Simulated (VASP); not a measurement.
Crystal: P5N2.

```
P N
1.0
     3.95547    0.00000    0.00000
     0.00000    1.76945    0.00000
    -0.87783    0.00000    5.60209
P N
5 2
Direct
  0.21417 0.00000 0.57070
  0.78583 0.00000 0.42930
  0.64312 0.00000 0.71467
  0.35688 0.00000 0.28533
  0.50000 0.00000 0.00000
  0.07349 0.00000 0.85242
  0.92651 0.00000 0.14758
```

* Program: VASP 6.6.1
* Task: relaxation of cell and atoms
* Functional: PBE
* Potentials or basis: VASP PAW PBE potentials, release 64 (P, N)
* Cutoff: 600 eV
* k mesh: 4 × 10 × 4
* Occupations: gaussian, width 0.1 eV
* Spin: no spin polarisation

At the start: pressure 546.4 GPa; volume 5.60 Å³/atom.

Question: Where does the relaxation end?

Answer: Over 34 steps the energy falls by 6319.0 meV/atom and the volume is 12.09 Å³/atom (+115.9 %); space group P2/m (No. 10, to 0.05 Å).

The path:
| step | energy change (eV) | largest force (eV/Å) | pressure (GPa) | volume (Å³) |
| --- | --- | --- | --- | --- |
| 1 | 0.0000 | 11.9383 | 546.42 | 39.21 |
| 2 | -13.8467 | 5.0165 | -27.59 | 276.41 |
| 3 | -41.2089 | 2.8548 | -18.79 | 103.48 |
| 4 | -41.7410 | 2.7904 | -15.09 | 97.69 |
| 5 | -42.3446 | 2.3575 | 2.99 | 82.52 |
| 6 | -42.3674 | 2.4755 | -1.76 | 85.38 |
| 7 | -42.3675 | 2.4294 | 0.08 | 84.22 |
| 8 | -43.0365 | 1.1964 | 2.47 | 83.92 |
| 9 | -43.1471 | 3.9008 | 9.93 | 83.34 |
| 10 | -43.2409 | 1.9200 | 5.03 | 83.68 |
| 11 | -43.2535 | 2.7507 | 7.04 | 83.53 |
| 12 | -43.5005 | 1.7590 | 3.10 | 85.15 |
| 13 | -43.5408 | 1.2264 | 1.11 | 86.10 |
| 14 | -43.6436 | 0.7424 | -0.76 | 86.36 |
| 15 | -43.6892 | 1.1869 | -2.70 | 86.64 |
| 16 | -43.7736 | 0.8791 | -0.96 | 85.89 |
| 17 | -43.8226 | 0.9392 | 2.27 | 84.66 |
| 18 | -43.9078 | 0.8402 | 1.61 | 84.94 |
| 19 | -44.0678 | 0.7426 | 0.02 | 85.75 |
| 20 | -43.9365 | 1.3611 | -1.97 | 87.32 |
| 21 | -44.0892 | 0.9302 | -0.68 | 86.23 |
| 22 | -44.1743 | 0.3683 | -2.72 | 86.09 |
| 23 | -44.1743 | 0.3496 | -2.68 | 86.09 |
| 24 | -44.2113 | 0.3207 | 0.91 | 84.07 |
| 25 | -44.2117 | 0.3128 | 0.57 | 84.25 |
| 26 | -44.2195 | 0.2694 | -0.17 | 84.31 |
| 27 | -44.2195 | 0.2579 | -0.14 | 84.31 |
| 28 | -44.2274 | 0.1345 | 0.20 | 84.25 |
| 29 | -44.2294 | 0.0954 | 0.50 | 84.20 |
| 30 | -44.2315 | 0.0675 | -0.07 | 84.59 |
| 31 | -44.2317 | 0.0710 | -0.31 | 84.76 |
| 32 | -44.2324 | 0.0632 | 0.05 | 84.68 |
| 33 | -44.2324 | 0.0667 | 0.07 | 84.67 |
| 34 | -44.2330 | 0.0255 | -0.02 | 84.66 |

Final structure:
```
CELL_PARAMETERS angstrom
4.67229 0.00000 -0.29509
0.00000 2.51502 0.00000
-1.43822 0.00000 7.29553
ATOMIC_POSITIONS crystal
P 0.23786 0.00000 0.58868
P 0.76214 0.00000 0.41132
P 0.77296 0.00000 0.76649
P 0.22704 0.00000 0.23351
P 0.50000 0.00000 0.00000
N 0.15160 0.00000 0.79845
N 0.84840 0.00000 0.20155
```

Caveat: the k points lie up to 0.35 Å⁻¹ apart in the final cell; the volume moved by over 15 % at a fixed basis, so the end points are rough.
